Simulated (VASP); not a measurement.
# Cl (Cmce) in VASP: further runs

The runs below take Cl through relaxation of cell and atoms, with PBE.

Program: VASP 6.6.1. These are calculated values, not measurements. Logs are shortened: lines on timing, memory, paths and dates and some standing lists are left out, and cuts for length are marked.

### Step 1. The cell of the first run

The structure is orthorhombic, space group Cmce (No. 64). The conventional cell has a = 6.290 Å, b = 4.500 Å, c = 8.210 Å, α = 90.00°, β = 90.00°, γ = 90.00°. Within 2.7 Å of Cl (site symmetry m) lie 1 Cl at 2.02 Å.

### Step 2. Relaxation of cell and atoms, PBE, target pressure 6 GPa, at which the enthalpy is minimised

The input, INCAR:

```
PREC = Accurate ; ENCUT = 600
EDIFF = 1E-6 ; ISMEAR = 0
SIGMA = 0.01 ; LREAL = F
LASPH = T ; NELM = 60
ALGO = Normal ; ISIF = 3
LWAVE = F ; LCHARG = F
GGA = PE ; IBRION = 2
NSW = 60 ; EDIFFG = -0.01
PSTRESS = 60.0
```

The input, KPOINTS:

```
Automatic mesh
0
Gamma
  6 6 2
```

The input, POSCAR:

```
Cl
1.0
    3.1450000000     -2.2500000000      0.0000000000
    3.1450000000      2.2500000000      0.0000000000
    0.0000000000      0.0000000000      8.2100000000
Cl
4
Direct
    0.8700000000      0.1300000000      0.1000000000
    0.6300000000      0.3700000000      0.6000000000
    0.1300000000      0.8700000000      0.9000000000
    0.3700000000      0.6300000000      0.4000000000
```

Potentials or basis: VASP PAW PBE potentials, release 64 (Cl).

Launch:

```
$ cat potpaw_PBE.64/Cl/POTCAR > POTCAR
$ mpirun -np 1 vasp_std > vasp.out
```

OUTCAR:

```text
PREC = Accurate
   ENCUT = 600
   EDIFF = 1E-6
   ISMEAR = 0
   LREAL = F
   LASPH = T
   NELM = 60
   ISIF = 3
   GGA = PE
   IBRION = 2
   NSW = 60
   EDIFFG = -0.01
   PSTRESS = 60.0

 ion  position               nearest neighbor table
   1  0.870  0.130  0.100-   3 2.02
   2  0.630  0.370  0.600-   4 2.02
   3  0.130  0.870  0.900-   1 2.02
   4  0.370  0.630  0.400-   2 2.02

  LATTYP: Found a base centered orthorhombic cell.
 ALAT       =     4.5000000000
 B/A-ratio  =     1.3977777778
 C/A-ratio  =     1.8244444444

  Lattice vectors:

 A1 = (  -3.1450000000,  -2.2500000000,   0.0000000000)
 A2 = (   3.1450000000,  -2.2500000000,   0.0000000000)
 A3 = (   0.0000000000,   0.0000000000,   8.2100000000)

Analysis of symmetry for initial positions (statically):
=====================================================================
 Subroutine PRICEL returns:
 Original cell was already a primitive cell.

 Routine SETGRP: Setting up the symmetry group for a
 base centered orthorhombic supercell.

 Subroutine GETGRP returns: Found  8 space group operations
 (whereof  4 operations were pure point group operations)
 out of a pool of  8 trial point group operations.

The static configuration has the point symmetry C_2h.
 The point group associated with its full space group is D_2h.

Analysis of symmetry for dynamics (positions and initial velocities):
=====================================================================
 Subroutine PRICEL returns:
 Original cell was already a primitive cell.

 Routine SETGRP: Setting up the symmetry group for a
 base centered orthorhombic supercell.

 Subroutine GETGRP returns: Found  8 space group operations
 (whereof  4 operations were pure point group operations)
 out of a pool of  8 trial point group operations.

The dynamic configuration has the point symmetry C_2h.
 The point group associated with its full space group is D_2h.

 Subroutine INISYM returns: Found  8 space group operations
 (whereof  4 operations are pure point group operations),
 and found     1 'primitive' translations

----------------------------------------------------------------------------------------

                                     Primitive cell

  volume of cell :     116.1920

  direct lattice vectors                    reciprocal lattice vectors
     3.145000000 -2.250000000  0.000000000     0.158982512 -0.222222222  0.000000000
     3.145000000  2.250000000  0.000000000     0.158982512  0.222222222  0.000000000
     0.000000000  0.000000000  8.210000000     0.000000000  0.000000000  0.121802680

  length of vectors
     3.866978795  3.866978795  8.210000000     0.273236445  0.273236445  0.121802680

  position of ions in fractional coordinates (direct lattice)
     0.870000000  0.130000000  0.100000000
     0.630000000  0.370000000  0.600000000
     0.130000000  0.870000000  0.900000000
     0.370000000  0.630000000  0.400000000

  ion indices of the primitive-cell ions
   primitive index   ion index
                 1           1
                 2           2
                 3           3
                 4           4

----------------------------------------------------------------------------------------

 KPOINTS: Automatic mesh

Automatic generation of k-mesh.
 Grid dimensions read from file:
 generate k-points for:    6    6    2

 Generating k-lattice:

  Cartesian coordinates                     Fractional coordinates (reciprocal lattice)
     0.026497085 -0.037037037  0.000000000     0.166666667  0.000000000  0.000000000
     0.026497085  0.037037037  0.000000000     0.000000000  0.166666667  0.000000000
     0.000000000  0.000000000  0.060901340     0.000000000  0.000000000  0.500000000

  Length of vectors
     0.045539408  0.045539408  0.060901340

  Shift w.r.t. Gamma in fractional coordinates (k-lattice)
     0.000000000  0.000000000  0.000000000

 Subroutine IBZKPT returns following result:
 ===========================================

 Found     26 irreducible k-points:

 Following reciprocal coordinates:
            Coordinates               Weight
  0.000000  0.000000  0.000000      1.000000
  0.166667  0.000000  0.000000      4.000000
  0.333333 -0.000000  0.000000      4.000000
  0.500000  0.000000  0.000000      2.000000
  0.166667  0.166667  0.000000      2.000000
  0.333333  0.166667  0.000000      4.000000
[... 16 lines left out ...]
  0.333333  0.333333  0.500000      2.000000
  0.500000  0.333333  0.500000      4.000000
 [... further k-points ...]
   k-points           NKPTS =     26   k-points in BZ     NKDIM =     26   number of bands    NBANDS=     18
   number of dos      NEDOS =    301   number of ions     NIONS =      4
   total plane-waves  NPLWV =  71680
   dimension x,y,z NGX =    32 NGY =   32 NGZ =   70
   dimension x,y,z NGXF=    64 NGYF=   64 NGZF=  140
   ions per type =               4
   NGX,Y,Z   is equivalent  to a cutoff of  13.76, 13.76, 14.17 a.u.
[... 22 lines left out ...]
   NELECT =      28.0000    total number of electrons
   NUPDOWN=      -1.0000    fix difference up-down
   EMIN   =  10.00;   EMAX   =-10.00  energy-range for DOS
   EFERMI =   0.00;   METHOD = LEGACY
   ISMEAR =     0;   SIGMA  =   0.01  broadening in eV -4-tet -1-fermi 0-gaus
   EFERMI_NEDOS =   21; number of points for ismear=-14 and -15
   IALGO  =     38    algorithm
   IMIX   =      4    mixing-type and parameters
     AMIX     =   0.40;   BMIX     =  1.00
     AMIX_MAG =   1.60;   BMIX_MAG =  1.00
  volume/ion in A,a.u.               =      29.05       196.03
  Fermi-wavevector in a.u.,A,eV,Ry     =   1.018753  1.925163 14.120900  1.037857
  Thomas-Fermi vector in A             =   2.152228
   LORBIT       =      0    0 simple, 1 ext, 2 COOP (PROOUT), +10 PAW based schemes
   GGA     = PE    functional components
   LHFCALC =     F    Hartree Fock is set to
   AEXX    =    0.0000 exact exchange contribution
   IVDW    =     0    specifies the selected vdW correction
   LEPSILON=     F    determine dielectric tensor
   LRPA    =     F    only Hartree local field effects (RPA)
 conjugate gradient relaxation of ions
 non-spin polarized calculation
 Gauss-broadening in eV      SIGMA  =   0.01
  energy-cutoff  :      600.00
  volume of cell :      116.19
 maximum number of plane-waves:      3896
   NGX = 15   NGY = 15   NGZ = 33

--------------------------------------- Ionic step        1  -------------------------------------------

 number of electron      27.9999999 magnetization

 Free energy of the ion-electron system (eV)
  ---------------------------------------------------
  ext. energy  EPLUGINS =         0.00000000
  ---------------------------------------------------
  free energy    TOTEN  =        -7.31405921 eV

  energy without entropy =       -7.31405921  energy(sigma->0) =       -7.31405921

 E-fermi :  -0.5288     XC(G=0):  -7.7357

 val. band max:       -0.6217498036   @ k =   0.5000   0.5000   0.0000
 cond. band min:       1.9163900711   @ k =   0.0000   0.0000   0.0000
 fundamental gap:      2.5381398747
 Fermi energy:        -0.5287624529

 k-point     1 :       0.0000    0.0000    0.0000
  band No.  band energies     occupation
      1     -17.2016      2.00000
      2     -16.9987      2.00000
      3     -13.2254      2.00000
      4     -12.6881      2.00000
      5      -5.9062      2.00000
      6      -5.1085      2.00000
[... 481 lines left out ...]
      5      -5.5503      2.00000
      6      -5.5503      2.00000
[... 10 lines left out ...]
     17       8.5722      0.00000
     18       8.5722      0.00000

 [... further k-points ...]

------------------------ aborting loop because EDIFF is reached ----------------------------------------

  FORCE on cell =-STRESS in cart. coord.  units (eV):
  Direction    XX          YY          ZZ          XY          YZ          ZX
  --------------------------------------------------------------------------------------
  -------------------------------------------------------------------------------------
  Total        0.9065202      0.0901429     -0.2777886      0.0000000      0.0000000      0.0000000
  in kB       12.5000499      1.2429846     -3.8304405      0.0000000      0.0000000      0.0000000
  external PRESSURE =     -56.6958020 kB  Pullay stress =      60.0000000 kB
[... 103 lines left out ...]
  energy  without entropy=       -7.0966456563  energy(sigma->0) =       -7.09664566

  enthalpy is  TOTEN    =        -3.2129042495 eV   P V=        3.8837414067

[... ionic steps 4 to 25 ...]

--------------------------------------- Ionic step       26  -------------------------------------------

 number of electron      28.0000002 magnetization

------------------------ aborting loop because EDIFF is reached ----------------------------------------
[... 75 lines left out ...]
--------------------------------------- Ionic step       28  -------------------------------------------

 number of electron      28.0000001 magnetization

 Free energy of the ion-electron system (eV)
  ---------------------------------------------------
  ext. energy  EPLUGINS =         0.00000000
  ---------------------------------------------------
  free energy    TOTEN  =        -6.86805578 eV

  energy without entropy =       -6.86805578  energy(sigma->0) =       -6.86805578

 E-fermi :   2.1627     XC(G=0):  -9.2327

 val. band max:        2.1124273424   @ k =   0.0000   0.0000   0.0000
 cond. band min:       4.3134606204   @ k =   0.5000   0.5000   0.0000
 fundamental gap:      2.2010332780
 Fermi energy:         2.1626558555

 k-point     1 :       0.0000    0.0000    0.0000
  band No.  band energies     occupation
      1     -15.2615      2.00000
      2     -14.6365      2.00000
      3     -11.6310      2.00000
      4      -9.9906      2.00000
      5      -4.2024      2.00000
      6      -2.1454      2.00000
[... 481 lines left out ...]
      5      -3.3518      2.00000
      6      -3.3518      2.00000
[... 10 lines left out ...]
     17      11.3064      0.00000
     18      11.3064      0.00000

 [... further k-points ...]

------------------------ aborting loop because EDIFF is reached ----------------------------------------

  FORCE on cell =-STRESS in cart. coord.  units (eV):
  Direction    XX          YY          ZZ          XY          YZ          ZX
  --------------------------------------------------------------------------------------
  -------------------------------------------------------------------------------------
  Total        3.2230163      3.2087013      3.2099153      0.0000000     -0.0000000      0.0000000
  in kB       60.3286671     60.0607179     60.0834425      0.0000000     -0.0000000      0.0000000
  external PRESSURE =       0.1576092 kB  Pullay stress =      60.0000000 kB
[... 23 lines left out ...]
  energy  without entropy=       -6.8680557815  energy(sigma->0) =       -6.86805578

  enthalpy is  TOTEN    =        -3.6625982913 eV   P V=        3.2054574902

 reached required accuracy - stopping structural energy minimisation
```

Wall time 6 min (1 thread of Intel Xeon 6975P-C (Granite Rapids), shared host); peak memory 0.27 GiB.

What came out:

```
Free energy                                                : -6.8681 eV
Relaxed volume                                             : 21.40 Å³/atom
Relaxed cell                                               : a = 3.478 Å, b = 3.478 Å, c = 7.755 Å, α = 90.00°, β = 90.00°, γ = 65.86°
Space group after relaxing (to 0.1 Å)                      : Cmce (No. 64)
Energy change on relaxing (the run minimises the enthalpy) : +111.5 meV/atom
Ionic steps                                                : 28
Pressure after relaxing                                    : 6.0 GPa
Largest force after relaxing                               : 0.009 eV/Å
Band gap on the k mesh                                     : 2.20 eV (least direct gap 2.25 eV)
```

Forces in eV/Å, atoms in the order of the input:
```
Cl   0.000  0.000  0.009
Cl   0.000  0.000  0.009
Cl   0.000  0.000 -0.009
Cl   0.000  0.000 -0.009
```

Step by step:
```csv
step,energy change (eV),largest force (eV/Å),pressure (GPa),volume (Å³)
1,0.0000,0.1743,0.33,116.19
2,0.3992,2.5392,7.53,99.74
3,0.2174,1.7223,5.20,103.71
4,0.2659,1.2313,5.64,96.07
5,0.6591,0.4777,9.15,81.56
6,0.5310,0.6389,8.01,84.64
7,0.4015,0.1355,4.81,87.61
8,0.4327,0.1039,5.76,86.64
9,0.4365,0.0879,5.82,86.45
10,0.4501,0.0403,5.98,85.88
11,0.4895,0.0738,6.45,84.70
12,0.4785,0.0504,6.32,84.99
13,0.4571,0.0832,5.96,85.48
14,0.4361,0.1347,5.57,86.02
15,0.4334,0.0955,5.65,86.06
16,0.4297,0.0254,5.82,86.13
17,0.4288,0.0106,5.88,86.15
18,0.4286,0.0115,5.89,86.15
19,0.4305,0.0134,5.90,86.09
20,0.4365,0.0187,5.94,85.92
21,0.4489,0.0304,6.02,85.56
22,0.4767,0.0558,6.19,84.83
23,0.4579,0.0394,6.09,85.32
24,0.4541,0.0387,6.00,85.40
25,0.4448,0.0571,5.81,85.64
26,0.4449,0.0443,5.85,85.63
27,0.4457,0.0088,5.97,85.60
28,0.4460,0.0094,6.02,85.60
```

Final structure:
```
CELL_PARAMETERS angstrom
2.91893 -1.89058 0.00000
2.91893 1.89058 0.00000
0.00000 0.00000 7.75534
ATOMIC_POSITIONS crystal
Cl 0.86200 0.13800 0.11186
Cl 0.63800 0.36200 0.61186
Cl 0.13800 0.86200 0.88814
Cl 0.36200 0.63800 0.38814
```

Levels at points of the mesh, in eV from the valence-band top:
| k point | band 11 | band 12 | band 13 | band 14 | band 15 | band 16 | band 17 | band 18 |
| --- | --- | --- | --- | --- | --- | --- | --- | --- |
| (0.00, 0.00, 0.00) | -1.30 | -0.67 | -0.11 | 0.00 | 2.25 | 3.21 | 7.42 | 7.68 |
| (0.50, 0.00, 0.00) | -1.45 | -1.45 | -0.47 | -0.47 | 3.12 | 3.12 | 7.84 | 7.84 |
| (0.50, 0.50, 0.00) | -2.36 | -1.65 | -0.80 | -0.38 | 2.20 | 2.82 | 7.65 | 8.19 |
| (0.00, 0.00, 0.50) | -1.24 | -1.24 | -0.05 | -0.05 | 2.61 | 2.61 | 7.92 | 7.92 |
| (0.50, 0.00, 0.50) | -0.95 | -0.95 | -0.02 | -0.02 | 2.56 | 2.56 | 8.29 | 8.29 |
| (0.50, 0.50, 0.50) | -1.46 | -1.46 | -1.28 | -1.28 | 2.37 | 2.37 | 8.80 | 8.80 |

Caveat: the cell is relaxed towards a set pressure, so the run minimises the enthalpy, not the energy; the volume moved by over 15 % at a fixed basis, so the end points are rough; this functional lacks dispersion, which holds the molecules together, so the pressure and a relaxed volume are unreliable.

### Step 3. Relaxation of cell and atoms, PBE, target pressure 8 GPa, at which the enthalpy is minimised

The input, INCAR:

```
SYSTEM = Cl
  ALGO = Normal
  EDIFF = 1E-6
  EDIFFG = -0.01
  ENCUT = 600
  GGA = PE
  IBRION = 2
  ISIF = 3
  ISMEAR = 0
  LASPH = .TRUE.
  LCHARG = .FALSE.
  LREAL = .FALSE.
  LWAVE = .FALSE.
  NELM = 60
  NSW = 60
  PREC = Accurate
  PSTRESS = 80.0
  SIGMA = 0.01
```

The input, KPOINTS:

```
k-points
0
G
  6 6 2
  0 0 0
```

POSCAR is that of step 2.

Potentials or basis: VASP PAW PBE potentials, release 64 (Cl).

Launch:

```
$ cat potpaw_PBE.64/Cl/POTCAR > POTCAR
$ mpirun -np 1 vasp_std > vasp.out
```

Wall time 5.6 min (1 thread of Intel Xeon 6975P-C (Granite Rapids), shared host); peak memory 0.27 GiB.

The run converged. Its results:

| Item | Value |
| --- | --- |
| Free energy | -6.6831 eV |
| Relaxed volume | 20.33 Å³/atom |
| Relaxed cell | a = 3.402 Å, b = 3.402 Å, c = 7.680 Å, α = 90.00°, β = 90.00°, γ = 66.25° |
| Space group after relaxing (to 0.1 Å) | Cmce (No. 64) |
| Energy change on relaxing (the run minimises the enthalpy) | +157.7 meV/atom |
| Ionic steps | 32 |
| Pressure after relaxing | 8.0 GPa |
| Largest force after relaxing | 0.008 eV/Å |
| Band gap on the k mesh | 2.15 eV (least direct gap 2.25 eV) |

Forces in eV/Å, atoms in the order of the input:
```
Cl   0.000  0.008 -0.001
Cl   0.000 -0.008 -0.001
Cl   0.000 -0.008  0.001
Cl   0.000  0.008  0.001
```

Step by step:
```
step  energy change (eV)  largest force (eV/Å)  pressure (GPa)  volume (Å³)
   1              0.0000                0.1743            0.33       116.19
   2              0.7100                3.6004           10.98        94.34
   3              0.3672                2.3542            7.15        99.78
   4              0.4339                1.5310            7.87        90.37
   5              0.9049                0.6123           12.11        77.47
   6              0.7647                0.7909           10.85        80.01
   7              0.5631                0.0733            6.68        83.40
   8              0.6042                0.1395            7.70        82.49
   9              0.6126                0.1141            7.77        82.24
  10              0.6409                0.0443            8.04        81.48
  11              0.7143                0.1273            8.77        79.96
  12              0.6811                0.0663            8.44        80.59
  13              0.6553                0.0751            8.11        81.03
  14              0.6056                0.1181            7.43        81.96
  15              0.6110                0.0134            7.83        81.82
  16              0.6113                0.0114            7.85        81.82
  17              0.6174                0.0145            7.89        81.68
  18              0.6363                0.0240            8.05        81.28
  19              0.6773                0.0437            8.36        80.46
  20              0.6535                0.0332            8.19        80.92
  21              0.6439                0.0493            7.98        81.11
  22              0.6378                0.0649            7.84        81.22
  23              0.6363                0.0542            7.86        81.25
  24              0.6319                0.0265            7.90        81.33
  25              0.6241                0.0489            8.00        81.48
  26              0.6264                0.0312            7.97        81.43
  27              0.6266                0.0238            7.96        81.43
  28              0.6275                0.0021            7.94        81.40
  29              0.6299                0.0437            7.89        81.36
  30              0.6280                0.0094            7.93        81.39
  31              0.6327                0.0133            8.04        81.30
  32              0.6309                0.0082            8.00        81.33
```

Final structure:
```xyz
4
Lattice="2.8487 -1.8588 0.0000 2.8487 1.8588 0.0000 0.0000 0.0000 7.6798" Properties=species:S:1:pos:R:3 pbc="T T T"
Cl    2.8487   -1.3355    0.8669
Cl    2.8487   -0.5234    4.7068
Cl    2.8487    1.3355    6.8129
Cl    2.8487    0.5234    2.9730
```

Levels at points of the mesh, in eV from the valence-band top:
| k point | band 10 | band 11 | band 12 | band 13 | band 14 | band 15 | band 16 | band 17 | band 18 |
| --- | --- | --- | --- | --- | --- | --- | --- | --- | --- |
| (0.00, 0.00, 0.00) | -1.81 | -1.38 | -0.73 | -0.09 | 0.00 | 2.25 | 3.23 | 7.47 | 7.70 |
| (0.50, 0.00, 0.00) | -2.54 | -1.61 | -1.61 | -0.51 | -0.51 | 3.16 | 3.16 | 7.78 | 7.78 |
| (0.50, 0.50, 0.00) | -2.85 | -2.63 | -1.78 | -0.91 | -0.46 | 2.15 | 2.78 | 7.43 | 8.10 |
| (0.00, 0.00, 0.50) | -1.88 | -1.33 | -1.33 | -0.04 | -0.04 | 2.60 | 2.60 | 8.06 | 8.06 |
| (0.50, 0.00, 0.50) | -2.63 | -1.04 | -1.04 | 0.00 | 0.00 | 2.52 | 2.52 | 8.27 | 8.27 |
| (0.50, 0.50, 0.50) | -2.73 | -1.60 | -1.60 | -1.45 | -1.45 | 2.30 | 2.30 | 8.69 | 8.69 |

Caveat: the cell is relaxed towards a set pressure, so the run minimises the enthalpy, not the energy; the volume moved by over 15 % at a fixed basis, so the end points are rough; this functional lacks dispersion, which holds the molecules together, so the pressure and a relaxed volume are unreliable. A k mesh can miss the band edges.
